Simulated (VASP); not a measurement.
A run of VASP 6.6.1 is set up as follows.

File INCAR:

```
PREC     = Accurate       # precision mode
ENCUT    = 520            # plane-wave cutoff, eV
EDIFF    = 1E-7           # SCF threshold, eV
ISMEAR   = -1             # smearing method
SIGMA    = 0.1            # smearing width, eV
LREAL    = F              # projectors in reciprocal space
LASPH    = T              # aspherical terms in the spheres
NELM     = 60             # most SCF steps
ALGO     = Normal         # electronic algorithm
ISIF     = 2              # what is computed and relaxed
LWAVE    = F              # write WAVECAR
LCHARG   = F              # write CHGCAR
GGA      = RP             # functional
NBANDS   = 18             # bands
```

Contents of KPOINTS:

```
Automatic mesh
0
Gamma
  16 16 8
```

POSCAR

```
Cu
1.0
    2.4888371667      0.0000000000      0.0000000000
   -1.2444185834      2.1553962123      0.0000000000
    0.0000000000      0.0000000000      4.0744352516
Cu
2
Direct
    0.3333333333      0.6666666667      0.2500000000
    0.6666666667      0.3333333333      0.7500000000
```

Potentials or basis: VASP PAW PBE potentials, release 64 (Cu).

The run is started by

```bash
$ cat potpaw_PBE.64/Cu/POTCAR > POTCAR
$ mpirun -np 1 vasp_std > vasp.out
```

(1) Estimate the pressure.

(2) Estimate the band gap on the k mesh.

Answers

(1) 22.2 GPa.

(2) zero (band 11 reaches 12.52 eV, above the bottom of band 12 at 6.66 eV).

Caveat: the PAW data sets were made with another functional, which shifts forces and pressure a little.
